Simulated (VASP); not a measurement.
# FeSi3 (Pm-3n) in VASP: further runs

Runs on FeSi3. Level: PBE. Tasks: single point.

All numbers are computed with VASP 6.6.1; they aren't measurements. Logs are shortened: lines on timing, memory, paths and dates and some standing lists are left out, and cuts for length are marked.

## (1) The cell of the first run

It takes space group Pm-3n (No. 223, cubic). The conventional cell has a = 4.639 Å, b = 4.639 Å, c = 4.639 Å, α = 90.00°, β = 90.00°, γ = 90.00°. Fe (site symmetry m-3) has 12 Si at 2.59 Å within 3.4 Å. Si (site symmetry -4m2) has 10 Si at 2.32 to 2.84 Å and 4 Fe at 2.59 Å within 3.1 Å.

## (2) Single point, PBE, collinear spin, ferromagnetic start

Contents of INCAR:

```
  PREC = Accurate
  ENCUT = 600
  EDIFF = 1E-6
  ISMEAR = 0
  SIGMA = 0.1
  LREAL = F
  LASPH = T
  NELM = 200
  ALGO = Normal
  ISIF = 2
  LWAVE = F
  LCHARG = F
  ISPIN = 2
  MAGMOM = 1.67 1.67 0 0 0 0 0 0
  LORBIT = 11
  LMAXMIX = 4
  GGA = PE
  NBANDS = 34
  GGA_COMPAT = F
```

Contents of KPOINTS:

```
Automatic mesh
0
Gamma
  4 4 4
```

Contents of POSCAR:

```
FeSi3
1.0
    4.6390653854      0.0000000000      0.0000000000
    0.0000000000      4.6390653854      0.0000000000
    0.0000000000      0.0000000000      4.6390653854
Fe Si
2 6
Direct
    0.0000000000      0.0000000000      0.0000000000
    0.5000000000      0.5000000000      0.5000000000
    0.0000000000      0.5000000000      0.2500000000
    0.0000000000      0.5000000000      0.7500000000
    0.2500000000      0.0000000000      0.5000000000
    0.7500000000      0.0000000000      0.5000000000
    0.5000000000      0.7500000000      0.0000000000
    0.5000000000      0.2500000000      0.0000000000
```

Potentials or basis: VASP PAW PBE potentials, release 64 (Fe, Si).

Launch:

```sh
$ cat potpaw_PBE.64/Fe/POTCAR potpaw_PBE.64/Si/POTCAR > POTCAR
$ mpirun -np 1 vasp_std > vasp.out
```

OUTCAR:

```text
PREC = Accurate
   ENCUT = 600
   EDIFF = 1E-6
   ISMEAR = 0
   LREAL = F
   LASPH = T
   NELM = 200
   ISIF = 2
   ISPIN = 2
   LORBIT = 11
   GGA = PE

 ion  position               nearest neighbor table
   1  0.000  0.000  0.000-   3 2.59   4 2.59   5 2.59   6 2.59   7 2.59   8 2.59   5 2.59   6 2.59
                             3 2.59   4 2.59   7 2.59   8 2.59
   2  0.500  0.500  0.500-   3 2.59   4 2.59   5 2.59   6 2.59   7 2.59   8 2.59   7 2.59   8 2.59
                             5 2.59   6 2.59   3 2.59   4 2.59
   3  0.000  0.500  0.250-   4 2.32   4 2.32   1 2.59   2 2.59   1 2.59   2 2.59   8 2.84   5 2.84
                             6 2.84   5 2.84   6 2.84   7 2.84   7 2.84   8 2.84
   4  0.000  0.500  0.750-   3 2.32   3 2.32   1 2.59   2 2.59   1 2.59   2 2.59   8 2.84   5 2.84
                             6 2.84   5 2.84   6 2.84   7 2.84   7 2.84   8 2.84
   5  0.250  0.000  0.500-   6 2.32   6 2.32   1 2.59   1 2.59   2 2.59   2 2.59   8 2.84   4 2.84
                             7 2.84   8 2.84   3 2.84   3 2.84   4 2.84   7 2.84
   6  0.750  0.000  0.500-   5 2.32   5 2.32   1 2.59   1 2.59   2 2.59   2 2.59   8 2.84   4 2.84
                             7 2.84   8 2.84   3 2.84   3 2.84   4 2.84   7 2.84
   7  0.500  0.750  0.000-   8 2.32   8 2.32   1 2.59   2 2.59   2 2.59   1 2.59   3 2.84   4 2.84
                             5 2.84   6 2.84   5 2.84   6 2.84   3 2.84   4 2.84
   8  0.500  0.250  0.000-   7 2.32   7 2.32   1 2.59   2 2.59   2 2.59   1 2.59   3 2.84   4 2.84
                             5 2.84   6 2.84   5 2.84   6 2.84   3 2.84   4 2.84

  LATTYP: Found a simple cubic cell.
 ALAT       =     4.6390653854

  Lattice vectors:

 A1 = (   4.6390653854,   0.0000000000,   0.0000000000)
 A2 = (   0.0000000000,   4.6390653854,   0.0000000000)
 A3 = (   0.0000000000,   0.0000000000,   4.6390653854)

Analysis of symmetry for initial positions (statically):
=====================================================================
 Subroutine PRICEL returns:
 Original cell was already a primitive cell.

 Routine SETGRP: Setting up the symmetry group for a
 simple cubic supercell.

 Subroutine GETGRP returns: Found 48 space group operations
 (whereof 24 operations were pure point group operations)
 out of a pool of 48 trial point group operations.

The static configuration has the point symmetry T_h .
 The point group associated with its full space group is O_h .

Analysis of symmetry for dynamics (positions and initial velocities):
=====================================================================
 Subroutine PRICEL returns:
 Original cell was already a primitive cell.

 Routine SETGRP: Setting up the symmetry group for a
 simple cubic supercell.

 Subroutine GETGRP returns: Found 48 space group operations
 (whereof 24 operations were pure point group operations)
 out of a pool of 48 trial point group operations.

The dynamic configuration has the point symmetry T_h .
 The point group associated with its full space group is O_h .

Analysis of structural, dynamic, and magnetic symmetry:
=====================================================================
 Subroutine PRICEL returns:
 Original cell was already a primitive cell.

 Routine SETGRP: Setting up the symmetry group for a
 simple cubic supercell.

 Subroutine GETGRP returns: Found 48 space group operations
 (whereof 24 operations were pure point group operations)
 out of a pool of 48 trial point group operations.

The overall configuration has the point symmetry T_h .
 The point group associated with its full space group is O_h .

 Subroutine INISYM returns: Found 48 space group operations
 (whereof 24 operations are pure point group operations),
 and found     1 'primitive' translations

----------------------------------------------------------------------------------------

                                     Primitive cell

  volume of cell :      99.8370

  direct lattice vectors                    reciprocal lattice vectors
     4.639065385  0.000000000  0.000000000     0.215560661  0.000000000  0.000000000
     0.000000000  4.639065385  0.000000000     0.000000000  0.215560661  0.000000000
     0.000000000  0.000000000  4.639065385     0.000000000  0.000000000  0.215560661

  length of vectors
     4.639065385  4.639065385  4.639065385     0.215560661  0.215560661  0.215560661

  position of ions in fractional coordinates (direct lattice)
     0.000000000  0.000000000  0.000000000
     0.500000000  0.500000000  0.500000000
     0.000000000  0.500000000  0.250000000
[... 65 lines left out ...]
   ISTART =      0    job   : 0-new  1-cont  2-samecut
   ICHARG =      2    charge: 1-file 2-atom 10-const
   ISPIN  =      2    spin polarized calculation?
   LNONCOLLINEAR =      F non collinear calculations
   LSORBIT =      F    spin-orbit coupling
   LASPH  =      T    aspherical Exc in radial PAW
   ENCUT  =  600.0 eV  44.10 Ry    6.64 a.u.   9.27  9.27  9.27*2*pi/ulx,y,z
   NELM   =    200;   NELMIN=  2; NELMDL= -5     # of ELM steps
   EDIFF  = 0.1E-05   stopping-criterion for ELM
   LREAL  =      F    real-space projection
   EDIFFG = 0.1E-04   stopping-criterion for IOM
   NSW    =      0    number of steps for IOM
   IBRION =     -1    ionic relax: 0-MD 1-quasi-New 2-CG
   NFREE  =      0    steps in history (QN), initial steepest desc. (CG)
   ISIF   =      2    stress and relaxation
   ISYM   =      2    0-nonsym 1-usesym 2-fastsym
   POTIM  = 0.5000    time-step for ionic-motion
   TEBEG  =    0.0;   TEEND  =   0.0 temperature during run
   PSTRESS=    0.0 pullay stress
   NELECT =      40.0000    total number of electrons
   NUPDOWN=      -1.0000    fix difference up-down
   EMIN   =  10.00;   EMAX   =-10.00  energy-range for DOS
   EFERMI =   0.00;   METHOD = LEGACY
   ISMEAR =     0;   SIGMA  =   0.10  broadening in eV -4-tet -1-fermi 0-gaus
   EFERMI_NEDOS =   21; number of points for ismear=-14 and -15
   IALGO  =     38    algorithm
   IMIX   =      4    mixing-type and parameters
     AMIX     =   0.40;   BMIX     =  1.00
     AMIX_MAG =   1.60;   BMIX_MAG =  1.00
  volume/ion in A,a.u.               =      12.48        84.22
  Fermi-wavevector in a.u.,A,eV,Ry     =   1.206881  2.280674 19.817715  1.456561
  Thomas-Fermi vector in A             =   2.342535
   LORBIT       =     11    0 simple, 1 ext, 2 COOP (PROOUT), +10 PAW based schemes
   GGA     = PE    functional components
   LHFCALC =     F    Hartree Fock is set to
   AEXX    =    0.0000 exact exchange contribution
   IVDW    =     0    specifies the selected vdW correction
   LEPSILON=     F    determine dielectric tensor
   LRPA    =     F    only Hartree local field effects (RPA)
 spin polarized calculation
 Gauss-broadening in eV      SIGMA  =   0.10
  energy-cutoff  :      600.00
  volume of cell :       99.84
 maximum number of plane-waves:      3362
 NGX is ok and might be reduce to    40
   NGX = 19   NGY = 19   NGZ = 19

 number of electron      40.0000001 magnetization       2.4010198

 Free energy of the ion-electron system (eV)
  ---------------------------------------------------
  ext. energy  EPLUGINS =         0.00000000
  ---------------------------------------------------
  free energy    TOTEN  =       -47.84164181 eV

  energy without entropy =      -47.82444691  energy(sigma->0) =      -47.83304436

 E-fermi :  10.7983     XC(G=0): -11.9954

 val. band max:       10.7332935260   @ k =   0.2500   0.2500   0.0000
 cond. band min:      10.8309208566   @ k =   0.5000   0.2500   0.0000
 fundamental gap:      0.0976273306
 Fermi energy:        10.7983064382

 spin component 1

 k-point     1 :       0.0000    0.0000    0.0000
  band No.  band energies     occupation
      1      -4.0657      1.00000
      2       0.8303      1.00000
      3       0.8303      1.00000
      4       3.1065      1.00000
      5       3.1065      1.00000
      6       3.1065      1.00000
[... 339 lines left out ...]
     31      15.4082      0.00000
     32      15.4082      0.00000
 Fermi energy:        10.7983064382

 spin component 2

 k-point     1 :       0.0000    0.0000    0.0000
  band No.  band energies     occupation
      1      -4.0484      1.00000
      2       0.9270      1.00000
      3       0.9270      1.00000
      4       3.0925      1.00000
      5       3.0925      1.00000
      6       3.0925      1.00000
[... 339 lines left out ...]
     31      15.9363      0.00000
     32      15.9363      0.00000
 [bands above 32 left out]

------------------------ aborting loop because EDIFF is reached ----------------------------------------

  FORCE on cell =-STRESS in cart. coord.  units (eV):
  Direction    XX          YY          ZZ          XY          YZ          ZX
  --------------------------------------------------------------------------------------
  -------------------------------------------------------------------------------------
  Total       -0.0085254     -0.0085254     -0.0085254      0.0000000      0.0000000     -0.0000000
  in kB       -0.1368157     -0.1368157     -0.1368157      0.0000000      0.0000000     -0.0000000
  external PRESSURE =      -0.1368157 kB  Pullay stress =       0.0000000 kB

 VOLUME and BASIS-vectors are now :
 -----------------------------------------------------------------------------
  energy-cutoff  :      600.00
  volume of cell :       99.84
      direct lattice vectors                 reciprocal lattice vectors
     4.639065385  0.000000000  0.000000000     0.215560661  0.000000000  0.000000000
     0.000000000  4.639065385  0.000000000     0.000000000  0.215560661  0.000000000
     0.000000000  0.000000000  4.639065385     0.000000000  0.000000000  0.215560661

 POSITION                                       TOTAL-FORCE (eV/Angst)
 -----------------------------------------------------------------------------------
      0.00000      0.00000      0.00000        -0.000000     -0.000000     -0.000000
      2.31953      2.31953      2.31953        -0.000000     -0.000000     -0.000000
      0.00000      2.31953      1.15977        -0.000000     -0.000000     -0.000000
      0.00000      2.31953      3.47930         0.000000     -0.000000      0.000000
      1.15977      0.00000      2.31953         0.000000      0.000000      0.000000
      3.47930      0.00000      2.31953        -0.000000      0.000000     -0.000000
      2.31953      3.47930      0.00000         0.000000      0.000000     -0.000000
      2.31953      1.15977      0.00000        -0.000000     -0.000000     -0.000000
 -----------------------------------------------------------------------------------
    total drift:                               -0.000000      0.000000     -0.000000

  FREE ENERGIE OF THE ION-ELECTRON SYSTEM (eV)
  ---------------------------------------------------
  free  energy   TOTEN  =       -47.8416418137 eV

  energy  without entropy=      -47.8244469075  energy(sigma->0) =      -47.83304436

 total charge

# of ion       s       p       d       tot
------------------------------------------
    1        0.390   0.512   6.449   7.352
    2        0.390   0.512   6.449   7.352
    3        0.775   0.816   0.000   1.591
    4        0.775   0.816   0.000   1.591
    5        0.775   0.816   0.000   1.591
    6        0.775   0.816   0.000   1.591
    7        0.775   0.816   0.000   1.591
    8        0.775   0.816   0.000   1.591
--------------------------------------------------
tot          5.431   5.922  12.898  24.251

 magnetization (x)

# of ion       s       p       d       tot
------------------------------------------
    1        0.008  -0.002   1.206   1.212
    2        0.008  -0.002   1.206   1.212
    3        0.012  -0.012   0.000  -0.000
    4        0.012  -0.012   0.000  -0.000
    5        0.012  -0.012   0.000  -0.000
    6        0.012  -0.012   0.000  -0.000
    7        0.012  -0.012   0.000  -0.000
    8        0.012  -0.012   0.000  -0.000
--------------------------------------------------
tot          0.089  -0.078   2.411   2.423
```

Run time: 2.9 min. Hardware: 1 thread of Intel Xeon 8259CL, shared host; peak memory 0.31 GiB.

Results:

- Free energy: -47.8416 eV
- Pressure: 0.0 GPa
- Net moment: 2.40 μB per cell
- Site moments: Fe +1.21; Si -0.00 μB
- Valence electrons inside the program's atomic spheres: Fe 7.35; Si 1.59

## (3) Single point, PBE, collinear spin, ferromagnetic start

This run uses another cell than the first one, of 14.39 Å³/atom.

Contents of INCAR:

```
SYSTEM = FeSi3
PREC = Accurate ; ENCUT = 600
EDIFF = 1E-6 ; ISMEAR = 0
SIGMA = 0.1 ; LREAL = .FALSE.
LASPH = .TRUE. ; NELM = 200
ALGO = Normal ; ISIF = 2
LWAVE = .FALSE. ; LCHARG = .FALSE.
ISPIN = 2 ; MAGMOM = 4 4 0 0 0 0 0 0
LORBIT = 11 ; LMAXMIX = 4
GGA = PE ; NBANDS = 34
GGA_COMPAT = .FALSE.
```

Contents of KPOINTS:

```
Automatic mesh
0
G
  4 4 4
  0 0 0
```

Changes to POSCAR since step 2:

```diff
@@ -2,5 +2,5 @@
 1.0
-    4.6390653854      0.0000000000      0.0000000000
-    0.0000000000      4.6390653854      0.0000000000
-    0.0000000000      0.0000000000      4.6390653854
+    4.8651293620      0.0000000000      0.0000000000
+    0.0000000000      4.8651293620      0.0000000000
+    0.0000000000      0.0000000000      4.8651293620
 Fe Si
```

Potentials or basis: VASP PAW PBE potentials, release 64 (Fe, Si).

Launch:

```sh
$ cat potpaw_PBE.64/Fe/POTCAR potpaw_PBE.64/Si/POTCAR > POTCAR
$ mpirun -np 1 vasp_std > vasp.out
```

OUTCAR:

```text
SYSTEM = FeSi3
   PREC = Accurate
   ENCUT = 600
   EDIFF = 1E-6
   ISMEAR = 0
   LREAL = .FALSE.
   LASPH = .TRUE.
   NELM = 200
   ISIF = 2
   ISPIN = 2
   LORBIT = 11
   GGA = PE

 ion  position               nearest neighbor table
   1  0.000  0.000  0.000-   3 2.72   4 2.72   5 2.72   6 2.72   7 2.72   8 2.72   5 2.72   6 2.72
                             3 2.72   4 2.72   7 2.72   8 2.72
   2  0.500  0.500  0.500-   3 2.72   4 2.72   5 2.72   6 2.72   7 2.72   8 2.72   7 2.72   8 2.72
                             5 2.72   6 2.72   3 2.72   4 2.72
   3  0.000  0.500  0.250-   4 2.43   4 2.43   1 2.72   2 2.72   1 2.72   2 2.72   8 2.98   5 2.98
                             6 2.98   5 2.98   6 2.98   7 2.98   7 2.98   8 2.98
   4  0.000  0.500  0.750-   3 2.43   3 2.43   1 2.72   2 2.72   1 2.72   2 2.72   8 2.98   5 2.98
                             6 2.98   5 2.98   6 2.98   7 2.98   7 2.98   8 2.98
   5  0.250  0.000  0.500-   6 2.43   6 2.43   1 2.72   1 2.72   2 2.72   2 2.72   8 2.98   4 2.98
                             7 2.98   8 2.98   3 2.98   3 2.98   4 2.98   7 2.98
   6  0.750  0.000  0.500-   5 2.43   5 2.43   1 2.72   1 2.72   2 2.72   2 2.72   8 2.98   4 2.98
                             7 2.98   8 2.98   3 2.98   3 2.98   4 2.98   7 2.98
   7  0.500  0.750  0.000-   8 2.43   8 2.43   1 2.72   2 2.72   2 2.72   1 2.72   3 2.98   4 2.98
                             5 2.98   6 2.98   5 2.98   6 2.98   3 2.98   4 2.98
   8  0.500  0.250  0.000-   7 2.43   7 2.43   1 2.72   2 2.72   2 2.72   1 2.72   3 2.98   4 2.98
                             5 2.98   6 2.98   5 2.98   6 2.98   3 2.98   4 2.98

  LATTYP: Found a simple cubic cell.
 ALAT       =     4.8651293620

  Lattice vectors:
[... 925 lines left out ...]

 POSITION                                       TOTAL-FORCE (eV/Angst)
 -----------------------------------------------------------------------------------
      0.00000      0.00000      0.00000        -0.000000      0.000000      0.000000
      2.43256      2.43256      2.43256        -0.000000      0.000000      0.000000
      0.00000      2.43256      1.21628         0.000000     -0.000000      0.000000
      0.00000      2.43256      3.64885        -0.000000      0.000000     -0.000000
      1.21628      0.00000      2.43256         0.000000     -0.000000     -0.000000
      3.64885      0.00000      2.43256        -0.000000      0.000000      0.000000
      2.43256      3.64885      0.00000         0.000000      0.000000     -0.000000
      2.43256      1.21628      0.00000         0.000000     -0.000000      0.000000
 -----------------------------------------------------------------------------------
    total drift:                               -0.000000      0.000000     -0.000000

  FREE ENERGIE OF THE ION-ELECTRON SYSTEM (eV)
  ---------------------------------------------------
  free  energy   TOTEN  =       -47.0926163385 eV

  energy  without entropy=      -47.0728996618  energy(sigma->0) =      -47.08275800

 total charge

# of ion       s       p       d       tot
------------------------------------------
    1        0.345   0.391   6.334   7.070
    2        0.345   0.391   6.334   7.070
    3        0.802   0.734   0.000   1.536
    4        0.802   0.734   0.000   1.536
    5        0.802   0.734   0.000   1.536
    6        0.802   0.734   0.000   1.536
    7        0.802   0.734   0.000   1.536
    8        0.802   0.734   0.000   1.536
--------------------------------------------------
tot          5.500   5.188  12.669  23.357

 magnetization (x)

# of ion       s       p       d       tot
------------------------------------------
    1        0.009  -0.006   1.500   1.503
    2        0.009  -0.006   1.500   1.503
    3        0.017  -0.026   0.000  -0.009
    4        0.017  -0.026   0.000  -0.009
    5        0.017  -0.026   0.000  -0.009
    6        0.017  -0.026   0.000  -0.009
    7        0.017  -0.026   0.000  -0.009
    8        0.017  -0.026   0.000  -0.009
--------------------------------------------------
tot          0.119  -0.166   3.000   2.953
```

Run time: 2.3 min. Hardware: 1 thread of Intel Xeon 8259CL, shared host; peak memory 0.32 GiB.

What came out:

- Free energy: -47.0926 eV
- Pressure: -13.5 GPa
- Net moment: 2.71 μB per cell
- Site moments: Fe +1.50; Si -0.01 μB
- Valence electrons inside the program's atomic spheres: Fe 7.07; Si 1.54

Caveat: the cell stands under tension.
